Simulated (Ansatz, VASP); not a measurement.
# Two plane-wave programs on PbS

```xyz
8
Lattice="4.2490 0.0000 0.0000 0.0000 4.2490 0.0000 0.0000 0.0000 24.0135" Properties=species:S:1:pos:R:3 pbc="T T T"
Pb    0.0000    0.0000    7.5000
Pb    2.1245    2.1245   10.5045
Pb    0.0000    0.0000   13.5090
Pb    2.1245    2.1245   16.5135
S     2.1245    2.1245    7.5000
S     0.0000    0.0000   10.5045
S     2.1245    2.1245   13.5090
S     0.0000    0.0000   16.5135
```

Alike in both runs: task single point; functional PBE; k mesh 8 × 8 × 1; occupations gaussian, width 0.05 eV; no spin polarisation.

|  | VASP | Ansatz |
| --- | --- | --- |
| version | VASP 6.6.1 | Ansatz 0.2.0 |
| potentials or method | VASP PAW PBE potentials, release 64 (Pb_d, S), cutoff 520 eV | scalar-relativistic, plane waves, PAW |
| valence electrons in the cell | 80 | 80 |

|  | VASP | Ansatz | Ansatz less VASP |
| --- | --- | --- | --- |
| gap on the k mesh at the Fermi level (eV) | 1.12 | 1.12 | -0.003 |
| least direct gap on the mesh (eV) | 1.12 | 1.12 | -0.003 |
| rms of the force components (eV/Å) | 0.217 | 0.216 | -0.0006 |

The functional is the same, so the differences come from potentials, cutoffs and numerics. Ansatz's warnings: xc potential rough in thin density.

Spin-orbit coupling is off throughout.
